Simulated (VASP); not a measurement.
A run of VASP 6.6.1 is set up as follows.

INCAR

```
PREC = Accurate ; ENCUT = 520
EDIFF = 1E-7 ; ISMEAR = 0
SIGMA = 0.15 ; LREAL = F
LASPH = T ; NELM = 100
ALGO = Fast ; ISIF = 2
LWAVE = F ; LCHARG = F
GGA = PS ; NBANDS = 18
```

The input KPOINTS:

```
Automatic mesh
0
Gamma
  24 24 14
```

File POSCAR:

```
Ta
1.0
    2.8669354486      0.0000000000      0.0000000000
   -1.4334677243      2.4828389295      0.0000000000
    0.0000000000      0.0000000000      5.0914149207
Ta
2
Direct
    0.6666666667      0.3333333333      0.7500000000
    0.3333333333      0.6666666667      0.2500000000
```

Potentials or basis: VASP PAW PBE potentials, release 64 (Ta_pv).

Launch:

```bash
$ cat potpaw_PBE.64/Ta_pv/POTCAR > POTCAR
$ mpirun -np 1 vasp_std > vasp.out
```

(1) What does it give for the band gap on the k mesh?

(2) What does it give for the pressure?

Answers

(1) zero (band 11 reaches 7.33 eV, above the bottom of band 12 at 4.94 eV).

(2) 0.1 GPa.

Caveat: the PAW data sets were made with another functional, which shifts forces and pressure a little; spin-orbit coupling is left out, which moves the levels of the heavy elements.
